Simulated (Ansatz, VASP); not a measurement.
# ZnCd3Te4: VASP beside Ansatz

INCAR

```
SYSTEM = ZnCd3Te4
PREC = Accurate
ENCUT = 450
EDIFF = 1E-7
ISMEAR = 0
SIGMA = 0.02
LREAL = .FALSE.
LASPH = .TRUE.
NELM = 120
ALGO = Normal
ISIF = 2
LWAVE = .FALSE.
LCHARG = .FALSE.
GGA = PE
IBRION = 2
NSW = 50
EDIFFG = -0.01
GGA_COMPAT = .FALSE.
NELMIN = 4
```

Contents of KPOINTS:

```
Automatic mesh
0
G
  4 4 4
  0 0 0
```

File POSCAR:

```
ZnCd3Te4
1.0
    6.3060090093      0.0000000000      0.0000000000
    0.0000000000      6.3060090093      0.0000000000
    0.0000000000      0.0000000000      6.3060090093
Zn Cd Te
1 3 4
Direct
    0.0000000000      0.0000000000      0.0000000000
    0.0000000000      0.5000000000      0.5000000000
    0.5000000000      0.0000000000      0.5000000000
    0.5000000000      0.5000000000      0.0000000000
    0.7605960592      0.7605960592      0.2394039408
    0.7605960592      0.2394039408      0.7605960592
    0.2394039408      0.7605960592      0.7605960592
    0.2394039408      0.2394039408      0.2394039408
```

Input for Ansatz:

```yaml
crystal:
  lattice:
    - [6.3060090093, 0.0, 0.0]
    - [0.0, 6.3060090093, 0.0]
    - [0.0, 0.0, 6.3060090093]
  atoms:
    - { symbol: Zn, position: [0.0, 0.0, 0.0] }
    - { symbol: Cd, position: [0.0, 0.5, 0.5] }
    - { symbol: Cd, position: [0.5, 0.0, 0.5] }
    - { symbol: Cd, position: [0.5, 0.5, 0.0] }
    - { symbol: Te, position: [0.7605960592, 0.7605960592, 0.2394039408] }
    - { symbol: Te, position: [0.7605960592, 0.2394039408, 0.7605960592] }
    - { symbol: Te, position: [0.2394039408, 0.7605960592, 0.7605960592] }
    - { symbol: Te, position: [0.2394039408, 0.2394039408, 0.2394039408] }
basis:
  ecutwfc: 420
kpoints:
  mp_grid: { grid: [4, 4, 4] }
hamiltonian:
  xc: pbe
scf:
  occupations: { method: gaussian, width: 0.02 }
output:
  forces: true
  stress: true
  eigenvalues: true
relax:
  adjacent_minimum: "off"
  f_tol: 0.01
  max_steps: 30
```

Alike in both runs: task relaxation of the atoms; functional PBE; k mesh 4 × 4 × 4; occupations gaussian, width 0.02 eV; no spin polarisation.

```csv
,VASP,Ansatz
version,VASP 6.6.1,Ansatz 0.2.0
potentials or method,"VASP PAW PBE potentials, release 64 (Zn, Cd, Te), cutoff 450 eV","scalar-relativistic, plane waves, PAW"
valence electrons in the cell,72,136
```

|  | VASP | Ansatz | Ansatz less VASP |
| --- | --- | --- | --- |
| gap on the k mesh at the Fermi level, each at its own relaxed structure (eV) | 0.99 | 0.99 | -0.001 |

VASP's potentials hold 72 valence electrons a cell and Ansatz's 136, so a difference there can come from the potentials and not from the codes. Ansatz's warnings: stress scf threshold loose.

Neither program's run includes spin-orbit coupling.
